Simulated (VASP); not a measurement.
A run of VASP 6.6.1:

The input INCAR:

```
SYSTEM = Ni
PREC = Accurate
ENCUT = 520
EDIFF = 1E-7
ISMEAR = -1
SIGMA = 0.08
LREAL = .False.
LASPH = .True.
NELM = 150
ALGO = Normal
ISIF = 2
LWAVE = .False.
LCHARG = .True.
ISPIN = 2
MAGMOM = 1
LORBIT = 11
LMAXMIX = 4
GGA = PE
LELF = .True.
LVHAR = .True.
NBANDS = 15
```

File KPOINTS:

```
Automatic mesh
0
Gamma
  19 19 19
  0 0 0
```

Contents of POSCAR:

```
Ni
1.0
    0.0000000000      1.7601293701      1.7601293701
    1.7601293701      0.0000000000      1.7601293701
    1.7601293701      1.7601293701      0.0000000000
Ni
1
Direct
    0.0000000000      0.0000000000      0.0000000000
```

Potentials or basis: VASP PAW PBE potentials, release 64 (Ni).

Run with:

```console
$ cat potpaw_PBE.64/Ni/POTCAR > POTCAR
$ mpirun -np 1 vasp_std > vasp.out
```

Hardware: 1 thread of AMD EPYC 9R45 (Zen 5), on a shared host.

How long does it take, and how much memory?

Wall time 51 s on 1 thread of AMD EPYC 9R45 (Zen 5) (shared host), peak memory 0.14 GiB. Counts: scf iterations 14, k points 220.
